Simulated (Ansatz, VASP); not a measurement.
**One calculation of CuMoH6, two programs**

INCAR

```
PREC     = Accurate       # precision mode
ENCUT    = 520            # plane-wave cutoff, eV
EDIFF    = 1E-7           # SCF threshold, eV
ISMEAR   = 0              # smearing method
SIGMA    = 0.1            # smearing width, eV
LREAL    = F              # projectors in reciprocal space
LASPH    = T              # aspherical terms in the spheres
NELM     = 60             # most SCF steps
ALGO     = Normal         # electronic algorithm
ISIF     = 2              # what is computed and relaxed
LWAVE    = F              # write WAVECAR
LCHARG   = T              # write CHGCAR
GGA      = PE             # functional
LELF     = T              # ELF
LVHAR    = T            
NBANDS   = 26             # bands
```

File KPOINTS:

```
regular mesh
0
Gamma
  6 6 4
```

File POSCAR:

```
CuMoH6
1.0
    3.7402125200      0.0000000000      0.0000000000
   -1.8701062600      3.2391190600      0.0000000000
    0.0000000000      0.0000000000      5.5443442300
Cu H Mo
1 6 1
Direct
    0.0000000000      0.0000000000      0.0000000000
    0.5512165500      0.4487834500      0.5000000000
    0.5512165500      0.1024331000      0.5000000000
    0.8975669000      0.4487834500      0.5000000000
    0.3333333300      0.6666666700      0.1771238200
    0.3333333300      0.6666666700      0.8228761800
    0.0000000000      0.0000000000      0.5000000000
    0.3333333300      0.6666666700      0.5000000000
```

Input for Ansatz:

```yaml
crystal:
  lattice:
    - [3.74021252, 0.0, 0.0]
    - [-1.87010626, 3.23911906, 0.0]
    - [0.0, 0.0, 5.54434423]
  atoms:
    - { symbol: Cu, position: [0.0, 0.0, 0.0] }
    - { symbol: H, position: [0.55121655, 0.44878345, 0.5] }
    - { symbol: H, position: [0.55121655, 0.1024331, 0.5] }
    - { symbol: H, position: [0.8975669, 0.44878345, 0.5] }
    - { symbol: H, position: [0.33333333, 0.66666667, 0.17712382] }
    - { symbol: H, position: [0.33333333, 0.66666667, 0.82287618] }
    - { symbol: H, position: [0.0, 0.0, 0.5] }
    - { symbol: Mo, position: [0.33333333, 0.66666667, 0.5] }
basis:
  ecutwfc: 420
kpoints:
  mp_grid: { grid: [6, 6, 4] }
hamiltonian:
  xc: pbe
scf:
  occupations: { method: gaussian, width: 0.1 }
  lower_state_search: "off"
output:
  forces: true
  stress: true
  eigenvalues: true
```

Alike in both runs: task single point; functional PBE; k mesh 6 × 6 × 4; occupations gaussian, width 0.1 eV; no spin polarisation.

|  | VASP | Ansatz |
| --- | --- | --- |
| version | VASP 6.6.1 | Ansatz 0.2.0 |
| potentials or method | VASP PAW PBE potentials, release 64 (Cu, H, Mo_sv), cutoff 520 eV | scalar-relativistic, plane waves, PAW |
| valence electrons in the cell | 31 | 39 |

```csv
,VASP,Ansatz,Ansatz less VASP
gap on the k mesh at the Fermi level (eV),none,none,-
pressure (GPa),17.6,17.8,+0.17
"traceless stress, the component that is largest in VASP (GPa)",-21.77,-21.91,-0.132
rms of the force components (eV/Å),1.931,1.947,+0.0160
```

Atom by atom the forces differ by 0.016 eV/Å (rms over components). A gap of «none» marks a metal or a gap that the smearing closes. The functional is the same, so the differences come from potentials, cutoffs and numerics. VASP's potentials hold 31 valence electrons a cell and Ansatz's 39, so a difference there can come from the potentials and not from the codes.
